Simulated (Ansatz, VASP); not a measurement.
# One calculation of Ni, two programs

File INCAR:

```
PREC = Accurate
ENCUT = 520
EDIFF = 1E-6
ISMEAR = -1
SIGMA = 0.05
LREAL = F
LASPH = T
NELM = 150
ALGO = Normal
ISIF = 2
LWAVE = F
LCHARG = F
ISPIN = 2
MAGMOM = 1
LORBIT = 11
LMAXMIX = 4
GGA = PS
NBANDS = 15
```

Contents of KPOINTS:

```
Automatic mesh
0
Gamma
  13 13 13
```

The input POSCAR:

```
Ni
1.0
   -1.3650143198      1.3650143198      1.3650143198
    1.3650143198     -1.3650143198      1.3650143198
    1.3650143198      1.3650143198     -1.3650143198
Ni
1
Direct
    0.0000000000      0.0000000000      0.0000000000
```

File input.yaml:

```yaml
crystal:
  lattice:
    - [-1.3650143198, 1.3650143198, 1.3650143198]
    - [1.3650143198, -1.3650143198, 1.3650143198]
    - [1.3650143198, 1.3650143198, -1.3650143198]
  atoms:
    - { symbol: Ni, position: [0.0, 0.0, 0.0], spin: 1.0 }
kpoints:
  mp_grid: { grid: [13, 13, 13] }
scf:
  occupations: { method: fermi_dirac, width: 0.05 }
hamiltonian:
  xc: pbesol
  pseudopotentials: { kind: all_electron, lapw: { basis_error: 0.001 } }
magnetization:
  spin_polarized: true
output:
  forces: true
  stress: true
  eigenvalues: true
```

Change from the starting cell: volume scaled by 0.96.

Alike in both runs: task single point; functional PBEsol; k mesh 13 × 13 × 13; occupations fermi-dirac, width 0.05 eV; collinear spin.

|  | VASP | Ansatz |
| --- | --- | --- |
| version | VASP 6.6.1 | Ansatz 0.2.0 |
| potentials or method | VASP PAW PBE potentials, release 64 (Ni), cutoff 520 eV | all-electron LAPW, scalar-relativistic |

VASP gave:

* gap on the k mesh at the Fermi level (eV): none
* pressure (GPa): 6.8
* net moment per atom (μB): 0.54
* size of the moment on the site where the two differ most (μB): 0.54

Q: What did Ansatz give for the same quantities?

A: gap on the k mesh at the Fermi level (eV): none; pressure (GPa): 7.0; net moment per atom (μB): 0.56; size of the moment on the site where the two differ most (μB): 0.58.

VASP's potentials were made for PBE, not for PBEsol. Site moments also hang on the region over which each program counts them. A gap of «none» marks a metal or a gap that the smearing closes. Ansatz ran all-electron here, and VASP with PAW potentials.
